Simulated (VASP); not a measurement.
Set up this calculation in VASP 6.6.1, as the native input.

* Task: single point
* Functional: PBE
* Potentials or basis: VASP PAW PBE potentials, release 64 (Ta_pv)
* Cutoff: 520 eV
* k mesh: 13 × 13 × 13
* Occupations: gaussian, width 0.1 eV
* Spin: no spin polarisation
* Dipole correction: no
* Further INCAR settings: ALGO = Normal; EDIFF = 1e-06; NBANDS = 12

The structure of Ta lies in POSCAR:

```
Ta
1.0
   -1.6607181506      1.6607181506      1.6607181506
    1.6607181506     -1.6607181506      1.6607181506
    1.6607181506      1.6607181506     -1.6607181506
Ta
1
Direct
    0.0000000000      0.0000000000      0.0000000000
```

The input as run:

INCAR

```
PREC = Accurate ; ENCUT = 520
EDIFF = 1E-6 ; ISMEAR = 0
SIGMA = 0.1 ; LREAL = F
LASPH = T ; NELM = 80
ALGO = Normal ; ISIF = 2
LWAVE = F ; LCHARG = F
GGA = PE ; NBANDS = 12
```

KPOINTS

```
Automatic mesh
0
Gamma
  13 13 13
```

Potentials or basis: VASP PAW PBE potentials, release 64 (Ta_pv).

Launch:

```bash
$ cat potpaw_PBE.64/Ta_pv/POTCAR > POTCAR
$ mpirun -np 1 vasp_std > vasp.out
```

It gave:

The pressure is 0.2 GPa.

Run time: 20 s on 1 thread of Intel Xeon 8259CL, on a shared host, peak memory 0.15 GiB.
